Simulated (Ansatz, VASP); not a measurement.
## BiO4: VASP beside Ansatz

```
Bi O
1.0
     2.78676    0.00000    0.00000
    -1.39338    2.41340    0.00000
     0.00000    0.00000    8.96077
Bi O
1 4
Direct
  0.00000 0.00000 0.00000
  0.33333 0.66667 0.86586
  0.33333 0.66667 0.37680
  0.66667 0.33333 0.13414
  0.66667 0.33333 0.62320
```

Change from the starting cell: species swapped into the Co4H type (P-3m1, No. 164).

Alike in both runs: task relaxation of cell and atoms; functional PBE; k mesh 6 × 6 × 2; occupations gaussian, width 0.1 eV; no spin polarisation.

|  | VASP | Ansatz |
| --- | --- | --- |
| version | VASP 6.6.1 | Ansatz 0.2.0 |
| potentials or method | VASP PAW PBE potentials, release 64 (Bi_d, O_h), cutoff 910 eV | scalar-relativistic, plane waves, PAW |
| valence electrons in the cell | 39 | 39 |

|  | VASP | Ansatz | Ansatz less VASP |
| --- | --- | --- | --- |
| gap on the k mesh at the Fermi level, each at its own relaxed structure (eV) | none | none | - |
| relaxed volume (Å³/atom) | 15.02 | 16.84 | +1.823 |
| relaxed cell length with the largest relative difference (Å) | 8.330 | 8.768 | +0.4377 |

A gap of «none» marks a metal or a gap that the smearing closes. One of these differences is far larger than is usual between the two programs; its cause wasn't traced.

The k mesh is coarse, so the values compare programs but aren't converged. Neither program's run includes spin-orbit coupling. Noted on VASP's run: the cutoff is short for stress, so the pressure is rough; the volume moved by over 15 % at a fixed basis, so the end points are rough.
